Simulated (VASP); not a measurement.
NaH, 4 atoms in the cell. It takes space group P6_3/mmc (No. 194, hexagonal). The conventional cell has a = 3.319 Å, b = 3.319 Å, c = 5.831 Å, α = 90.00°, β = 90.00°, γ = 120.00°. Within 3.2 Å of Na (site symmetry -3m) lie 6 H at 2.41 Å and 2 Na at 2.92 Å. H (site symmetry -6m2) has 6 Na at 2.41 Å within 3.2 Å. 

* Program: VASP 6.6.1
* Task: single point
* Functional: PBE
* Potentials or basis: VASP PAW PBE potentials, release 64 (Na_pv, H)
* Cutoff: 520 eV
* k mesh: 6 × 6 × 4
* Occupations: gaussian, width 0.01 eV
* Spin: no spin polarisation
* Dipole correction: no
* Further INCAR settings: ALGO = Normal; EDIFF = 1e-06; NBANDS = 16

Potentials or basis: VASP PAW PBE potentials, release 64 (Na_pv, H).

The run is started by

```bash
$ cat potpaw_PBE.64/Na_pv/POTCAR potpaw_PBE.64/H/POTCAR > POTCAR
$ mpirun -np 1 vasp_std > vasp.out
```

Hardware: 1 thread of AMD EPYC 7R13, with other jobs on the host.

Q: Estimate the wall time of this run.

A: Wall time 40 s on 1 thread of AMD EPYC 7R13, on a shared host, peak memory 0.15 GiB. Counts: scf iterations 12, k points 21.
